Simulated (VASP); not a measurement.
A run of VASP 6.6.1 is set up as follows.

POSCAR

```
NaF
1.0
    0.0000000000      2.3199882312      2.3199882312
    2.3199882312      0.0000000000      2.3199882312
    2.3199882312      2.3199882312      0.0000000000
Na F
1 1
Direct
    0.0000000000      0.0000000000      0.0000000000
    0.5000000000      0.5000000000      0.5000000000
```

INCAR.step1

```
PREC = Accurate ; ENCUT = 520
ISMEAR = 0 ; SIGMA = 0.01
LREAL = False ; LASPH = True
NELM = 60 ; NBANDS = 14
GGA = PE ; ALGO = Normal
EDIFF = 1E-4 ; LWAVE = True
LCHARG = False
```

The input INCAR.step2:

```
PREC = Accurate ; ENCUT = 520
EDIFF = 1E-6 ; ISMEAR = 0
SIGMA = 0.01 ; LREAL = False
LASPH = True ; NELM = 60
ALGO = Normal ; ISIF = 2
LWAVE = False ; LCHARG = False
METAGGA = R2SCAN ; LMIXTAU = True
NBANDS = 14 ; ISTART = 1
```

Contents of KPOINTS:

```
Automatic mesh
0
Gamma
  8 8 8
```

Potentials or basis: VASP PAW PBE potentials, release 64 (Na_pv, F).

Launch:

```sh
$ cat potpaw_PBE.64/Na_pv/POTCAR potpaw_PBE.64/F/POTCAR > POTCAR
$ cp INCAR.step1 INCAR
$ mpirun -np 1 vasp_std > vasp.out
$ cp INCAR.step2 INCAR
$ mpirun -np 1 vasp_std > vasp.out
```

Q: What does it give for the band gap on the k mesh?

A: 7.15 eV, direct.

Q: Estimate the pressure.

A: -2.0 GPa.

Caveat: the PAW data sets were made with another functional, which shifts forces and pressure a little.
